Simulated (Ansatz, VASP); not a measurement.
One calculation of MnO, two programs

INCAR

```
  PREC = Accurate
  ENCUT = 520
  EDIFF = 1E-6
  ISMEAR = -1
  SIGMA = 0.05
  LREAL = F
  LASPH = T
  NELM = 150
  ALGO = Normal
  ISIF = 2
  LWAVE = F
  LCHARG = F
  ISPIN = 2
  MAGMOM = 4 0
  LORBIT = 11
  LMAXMIX = 4
  GGA = CA
  NBANDS = 20
```

The input KPOINTS:

```
regular mesh
0
Gamma
  16 16 16
```

Contents of POSCAR:

```
MnO
1.0
    0.0000000000      2.2220000000      2.2220000000
    2.2220000000      0.0000000000      2.2220000000
    2.2220000000      2.2220000000      0.0000000000
Mn O
1 1
Direct
    0.0000000000      0.0000000000      0.0000000000
    0.5000000000      0.5000000000      0.5000000000
```

Input for Ansatz:

```yaml
crystal:
  lattice:
    - [0.0, 2.222, 2.222]
    - [2.222, 0.0, 2.222]
    - [2.222, 2.222, 0.0]
  atoms:
    - { symbol: Mn, position: [0.0, 0.0, 0.0], spin: 4.0 }
    - { symbol: O, position: [0.5, 0.5, 0.5] }
magnetization:
  spin_polarized: true
kpoints:
  mp_grid: { grid: [16, 16, 16] }
  band_path:
    path:
      - [0.0, 0.0, 0.0]
      - [0.5, 0.0, 0.5]
      - [0.625, 0.25, 0.625]
      - [0.375, 0.375, 0.75]
      - [0.0, 0.0, 0.0]
      - [0.5, 0.5, 0.5]
      - [0.5, 0.25, 0.75]
      - [0.5, 0.0, 0.5]
    npoints: 14
scf:
  occupations: { method: fermi_dirac, width: 0.05 }
hamiltonian:
  xc: lda
  pseudopotentials: { kind: all_electron, lapw: { basis_error: 0.00025 } }
output:
  forces: true
  stress: true
  eigenvalues: true
  populations: true
  dos: { projected: true, de: 0.2, e_range: [-14, 8] }
```

Alike in both runs: task single point; functional LDA; k mesh 16 × 16 × 16; occupations fermi-dirac, width 0.05 eV; collinear spin.

```csv
,VASP,Ansatz
version,VASP 6.6.1,Ansatz 0.2.0
potentials or method,"VASP PAW LDA potentials, release 64 (Mn_pv, O), cutoff 520 eV","all-electron LAPW, scalar-relativistic"
```

```csv
,VASP,Ansatz,Ansatz less VASP
pressure (GPa),-17.1,-16.2,+0.94
net moment per atom (μB),2.27,2.30,+0.030
size of the moment on the site where the two differ most (μB),4.12,4.17,+0.043
```

LDA's correlation is that of Perdew and Zunger in VASP and of Perdew and Wang (1992) in Ansatz. Site moments also hang on the region over which each program counts them. Ansatz ran all-electron here, and VASP with PAW potentials.
